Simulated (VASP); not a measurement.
# Ga (Im-3m) in VASP: further runs

Runs on Ga. Level: PBEsol. Tasks: single point.

Everything below comes from runs of VASP 6.6.1. Logs are shortened: lines on timing, memory, paths and dates and some standing lists are left out, and cuts for length are marked.

### 1 The cell of the first run

Symmetry: Im-3m, No. 229, cubic system. The conventional cell has a = 3.301 Å, b = 3.301 Å, c = 3.301 Å, α = 90.00°, β = 90.00°, γ = 90.00°. Ga (site symmetry m-3m) has 14 Ga at 2.86 to 3.30 Å within 3.8 Å.

### 2 Single point, PBEsol

The input, INCAR:

```
PREC     = Accurate       # precision mode
ENCUT    = 500            # plane-wave cutoff, eV
EDIFF    = 1E-6           # SCF threshold, eV
ISMEAR   = -1             # smearing method
SIGMA    = 0.1            # smearing width, eV
LREAL    = False          # projectors in reciprocal space
LASPH    = True           # aspherical terms in the spheres
NELM     = 120            # most SCF steps
ALGO     = Normal         # electronic algorithm
ISIF     = 2              # what is computed and relaxed
LWAVE    = False          # write WAVECAR
LCHARG   = False          # write CHGCAR
GGA      = PS             # functional
NBANDS   = 12             # bands
GGA_COMPAT= False
```

The input, KPOINTS:

```
Automatic mesh
0
Gamma
  13 13 13
```

The input, POSCAR:

```
Ga
1.0
   -1.6504053729      1.6504053729      1.6504053729
    1.6504053729     -1.6504053729      1.6504053729
    1.6504053729      1.6504053729     -1.6504053729
Ga
1
Direct
    0.0000000000      0.0000000000      0.0000000000
```

Potentials or basis: VASP PAW PBE potentials, release 64 (Ga_d).

Launch:

```sh
cat potpaw_PBE.64/Ga_d/POTCAR > POTCAR
mpirun -np 1 vasp_std > vasp.out
```

OUTCAR:

```text
PREC = Accurate
   ENCUT = 500
   EDIFF = 1E-6
   ISMEAR = -1
   LREAL = False
   LASPH = True
   NELM = 120
   ISIF = 2
   GGA = PS

 ion  position               nearest neighbor table
   1  0.000  0.000  0.000-

  LATTYP: Found a body centered cubic cell.
 ALAT       =     3.3008107458

  Lattice vectors:

 A1 = (  -1.6504053729,   1.6504053729,   1.6504053729)
 A2 = (   1.6504053729,  -1.6504053729,   1.6504053729)
 A3 = (   1.6504053729,   1.6504053729,  -1.6504053729)

Analysis of symmetry for initial positions (statically):
=====================================================================
 Subroutine PRICEL returns:
 Original cell was already a primitive cell.

 Routine SETGRP: Setting up the symmetry group for a
 body centered cubic supercell.

 Subroutine GETGRP returns: Found 48 space group operations
[... 9 lines left out ...]

 Routine SETGRP: Setting up the symmetry group for a
 body centered cubic supercell.

 Subroutine GETGRP returns: Found 48 space group operations
[... 11 lines left out ...]
                                     Primitive cell

  volume of cell :      17.9817

  direct lattice vectors                    reciprocal lattice vectors
    -1.650405373  1.650405373  1.650405373     0.000000000  0.302955873  0.302955873
     1.650405373 -1.650405373  1.650405373     0.302955873  0.000000000  0.302955873
     1.650405373  1.650405373 -1.650405373     0.302955873  0.302955873  0.000000000

  length of vectors
     2.858585959  2.858585959  2.858585959     0.428444304  0.428444304  0.428444304

  position of ions in fractional coordinates (direct lattice)
     0.000000000  0.000000000  0.000000000

  ion indices of the primitive-cell ions
   primitive index   ion index
                 1           1

----------------------------------------------------------------------------------------

 KPOINTS: Automatic mesh

Automatic generation of k-mesh.
 Grid dimensions read from file:
 generate k-points for:   13   13   13

 Generating k-lattice:

  Cartesian coordinates                     Fractional coordinates (reciprocal lattice)
     0.000000000  0.023304298  0.023304298     0.076923077  0.000000000  0.000000000
     0.023304298  0.000000000  0.023304298     0.000000000  0.076923077  0.000000000
     0.023304298  0.023304298  0.000000000     0.000000000  0.000000000  0.076923077

  Length of vectors
     0.032957254  0.032957254  0.032957254

  Shift w.r.t. Gamma in fractional coordinates (k-lattice)
     0.000000000  0.000000000  0.000000000

 Subroutine IBZKPT returns following result:
 ===========================================

 Found     84 irreducible k-points:

 Following reciprocal coordinates:
            Coordinates               Weight
  0.000000  0.000000  0.000000      1.000000
  0.076923  0.000000  0.000000     12.000000
  0.153846  0.000000  0.000000     12.000000
  0.230769  0.000000  0.000000     12.000000
  0.307692  0.000000  0.000000     12.000000
  0.384615  0.000000  0.000000     12.000000
[... 16 lines left out ...]
  0.153846  0.076923  0.076923     24.000000
  0.230769  0.076923  0.076923     24.000000
 [... further k-points ...]
   k-points           NKPTS =     84   k-points in BZ     NKDIM =     84   number of bands    NBANDS=     12
   number of dos      NEDOS =    301   number of ions     NIONS =      1
   total plane-waves  NPLWV =  13824
   dimension x,y,z NGX =    24 NGY =   24 NGZ =   24
   dimension x,y,z NGXF=    48 NGYF=   48 NGZF=   48
   ions per type =               1
   NGX,Y,Z   is equivalent  to a cutoff of  13.96, 13.96, 13.96 a.u.
   NGXF,Y,Z  is equivalent  to a cutoff of  27.92, 27.92, 27.92 a.u.
 SYSTEM =  unknown system
   PREC   = accura    normal or accurate (medium, high low for compatibility)
   ISTART =      0    job   : 0-new  1-cont  2-samecut
   ICHARG =      2    charge: 1-file 2-atom 10-const
   ISPIN  =      1    spin polarized calculation?
   LNONCOLLINEAR =      F non collinear calculations
   LSORBIT =      F    spin-orbit coupling
   LASPH  =      T    aspherical Exc in radial PAW
   ENCUT  =  500.0 eV  36.75 Ry    6.06 a.u.   5.21  5.21  5.21*2*pi/ulx,y,z
   NELM   =    120;   NELMIN=  2; NELMDL= -5     # of ELM steps
   EDIFF  = 0.1E-05   stopping-criterion for ELM
   LREAL  =      F    real-space projection
   EDIFFG = 0.1E-04   stopping-criterion for IOM
   NSW    =      0    number of steps for IOM
   IBRION =     -1    ionic relax: 0-MD 1-quasi-New 2-CG
   NFREE  =      0    steps in history (QN), initial steepest desc. (CG)
   ISIF   =      2    stress and relaxation
   ISYM   =      2    0-nonsym 1-usesym 2-fastsym
   POTIM  = 0.5000    time-step for ionic-motion
   TEBEG  =    0.0;   TEEND  =   0.0 temperature during run
   PSTRESS=    0.0 pullay stress
   NELECT =      13.0000    total number of electrons
   NUPDOWN=      -1.0000    fix difference up-down
   EMIN   =  10.00;   EMAX   =-10.00  energy-range for DOS
   EFERMI =   0.00;   METHOD = LEGACY
   ISMEAR =    -1;   SIGMA  =   0.10  broadening in eV -4-tet -1-fermi 0-gaus
   EFERMI_NEDOS =   21; number of points for ismear=-14 and -15
   IALGO  =     38    algorithm
   IMIX   =      4    mixing-type and parameters
     AMIX     =   0.40;   BMIX     =  1.00
     AMIX_MAG =   1.60;   BMIX_MAG =  1.00
  volume/ion in A,a.u.               =      17.98       121.35
  Fermi-wavevector in a.u.,A,eV,Ry     =   1.469305  2.776584 29.373040  2.158858
  Thomas-Fermi vector in A             =   2.584698
   LORBIT       =      0    0 simple, 1 ext, 2 COOP (PROOUT), +10 PAW based schemes
   GGA     = PS    functional components
   LHFCALC =     F    Hartree Fock is set to
   AEXX    =    0.0000 exact exchange contribution
   IVDW    =     0    specifies the selected vdW correction
   LEPSILON=     F    determine dielectric tensor
   LRPA    =     F    only Hartree local field effects (RPA)
 non-spin polarized calculation
  energy-cutoff  :      500.00
  volume of cell :       17.98
 maximum number of plane-waves:       470
 NGX is ok and might be reduce to    24
   NGX = 11   NGY = 11   NGZ = 11

 number of electron      13.0000009 magnetization

 Free energy of the ion-electron system (eV)
  ---------------------------------------------------
  ext. energy  EPLUGINS =         0.00000000
  ---------------------------------------------------
  free energy    TOTEN  =        -3.32074931 eV

  energy without entropy =       -3.30878827  energy(sigma->0) =       -3.31476879

 E-fermi :   5.8786     XC(G=0): -11.3957

 val. band max:        5.7659565869   @ k =  -0.3846  -0.3846   0.0769
 cond. band min:       5.9152739076   @ k =  -0.3846   0.3846   0.1538
 fundamental gap:      0.1493173207
 Fermi energy:         5.8786323342

 k-point     1 :       0.0000    0.0000    0.0000
  band No.  band energies     occupation
      1      -9.0521      2.00000
      2      -9.0521      2.00000
      3      -9.0521      2.00000
      4      -8.8403      2.00000
      5      -8.8403      2.00000
      6      -5.5635      2.00000
      7      19.0089      0.00000
      8      19.0089      0.00000
      9      19.0089      0.00000
     10      23.5280      0.00000
     11      23.5280      0.00000
     12      23.5280      0.00000

 k-point     2 :       0.0769    0.0000    0.0000
  band No.  band energies     occupation
      1      -9.0577      2.00000
      2      -9.0485      2.00000
      3      -9.0332      2.00000
      4      -8.8459      2.00000
      5      -8.8403      2.00000
      6      -5.3967      2.00000
      7      17.4646      0.00000
      8      18.1997      0.00000
      9      18.7078      0.00000
     10      21.7447      0.00000
     11      21.9160      0.00000
     12      23.2360      0.00000

 k-point     3 :       0.1538    0.0000    0.0000
  band No.  band energies     occupation
      1      -9.0732      2.00000
      2      -9.0433      2.00000
      3      -8.9804      2.00000
      4      -8.8593      2.00000
      5      -8.8401      2.00000
      6      -4.8926      2.00000
      7      14.3768      0.00000
      8      16.7626      0.00000
      9      17.9138      0.00000
     10      20.4500      0.00000
     11      20.4610      0.00000
     12      23.1349      0.00000

 k-point     4 :       0.2308    0.0000    0.0000
  band No.  band energies     occupation
      1      -9.0950      2.00000
      2      -9.0501      2.00000
      3      -8.9046      2.00000
      4      -8.8694      2.00000
      5      -8.8398      2.00000
      6      -4.0446      2.00000
      7      11.1385      0.00000
      8      15.4132      0.00000
      9      16.9616      0.00000
     10      19.3093      0.00000
     11      19.4905      0.00000
     12      23.7224      0.00000

 k-point     5 :       0.3077    0.0000    0.0000
  band No.  band energies     occupation
      1      -9.1181      2.00000
      2      -9.0750      2.00000
      3      -8.8676      2.00000
      4      -8.8391      2.00000
      5      -8.8225      2.00000
      6      -2.8513      2.00000
      7       8.0785      0.00000
      8      14.3302      0.00000
      9      16.1238      0.00000
     10      18.4545      0.00000
     11      18.7828      0.00000
     12      24.7868      0.00000
[... 228 lines left out ...]
      1      -9.1205      2.00000
      2      -8.9800      2.00000
      3      -8.9251      2.00000
      4      -8.8367      2.00000
      5      -8.8050      2.00000
      6       2.4095      2.00000
      7       4.4919      2.00000
      8       5.2974      1.99403
      9      13.2734      0.00000
     10      22.1743      0.00000
     11      22.8169      0.00000
     12      24.6043      0.00000

 k-point    22 :       0.0769    0.0769    0.0769
  band No.  band energies     occupation
      1      -9.0669      2.00000
      2      -9.0669      2.00000
      3      -8.9455      2.00000
      4      -8.8505      2.00000
      5      -8.8505      2.00000
      6      -4.5533      2.00000
      7      13.7804      0.00000
      8      15.3344      0.00000
      9      15.3344      0.00000
     10      21.9943      0.00000
     11      21.9943      0.00000
     12      24.8364      0.00000

 k-point    23 :       0.1538    0.0769    0.0769
  band No.  band energies     occupation
      1      -9.0890      2.00000
      2      -9.0644      2.00000
      3      -8.8903      2.00000
      4      -8.8597      2.00000
      5      -8.8452      2.00000
      6      -3.7020      2.00000
      7      11.2412      0.00000
      8      13.3166      0.00000
      9      14.1794      0.00000
     10      22.0618      0.00000
     11      22.1870      0.00000
     12      24.5233      0.00000

 k-point    24 :       0.2308    0.0769    0.0769
  band No.  band energies     occupation
      1      -9.1107      2.00000
      2      -9.0704      2.00000
      3      -8.8647      2.00000
      4      -8.8411      2.00000
      5      -8.8302      2.00000
      6      -2.5079      2.00000
      7       8.3356      0.00000
      8      12.1354      0.00000
      9      13.2725      0.00000
     10      21.5636      0.00000
     11      21.7737      0.00000
     12      25.2573      0.00000

 [... further k-points ...]
[... 5 lines left out ...]
  --------------------------------------------------------------------------------------
  -------------------------------------------------------------------------------------
  Total        0.0040846      0.0040846      0.0040846      0.0000000     -0.0000000      0.0000000
  in kB        0.3639407      0.3639407      0.3639407      0.0000000     -0.0000000      0.0000000
  external PRESSURE =       0.3639407 kB  Pullay stress =       0.0000000 kB

 VOLUME and BASIS-vectors are now :
 -----------------------------------------------------------------------------
  energy-cutoff  :      500.00
  volume of cell :       17.98
      direct lattice vectors                 reciprocal lattice vectors
    -1.650405373  1.650405373  1.650405373     0.000000000  0.302955873  0.302955873
     1.650405373 -1.650405373  1.650405373     0.302955873  0.000000000  0.302955873
     1.650405373  1.650405373 -1.650405373     0.302955873  0.302955873  0.000000000

 POSITION                                       TOTAL-FORCE (eV/Angst)
 -----------------------------------------------------------------------------------
      0.00000      0.00000      0.00000         0.000000     -0.000000     -0.000000
 -----------------------------------------------------------------------------------
    total drift:                                0.000000      0.000000      0.000000

  FREE ENERGIE OF THE ION-ELECTRON SYSTEM (eV)
  ---------------------------------------------------
  free  energy   TOTEN  =        -3.3207493069 eV

  energy  without entropy=       -3.3087882719  energy(sigma->0) =       -3.31476879
```

It took 8.6 s on 1 thread of Intel Xeon 6975P-C, shared host; peak memory 0.15 GiB.

Results:

```yaml
Free_energy: -3.3207 eV
Pressure: 0.0 GPa
```

Levels at points of the mesh, in eV from the Fermi level:
```
           k point  band 2  band 3  band 4  band 5  band 6  band 7  band 8  band 9  band 10  band 11
(0.00, 0.00, 0.00)  -14.93  -14.93  -14.72  -14.72  -11.44   13.13   13.13   13.13    17.65    17.65
```

Caveat: the PAW data sets were made with another functional, which shifts forces and pressure a little.

[end of part 1 of 2]
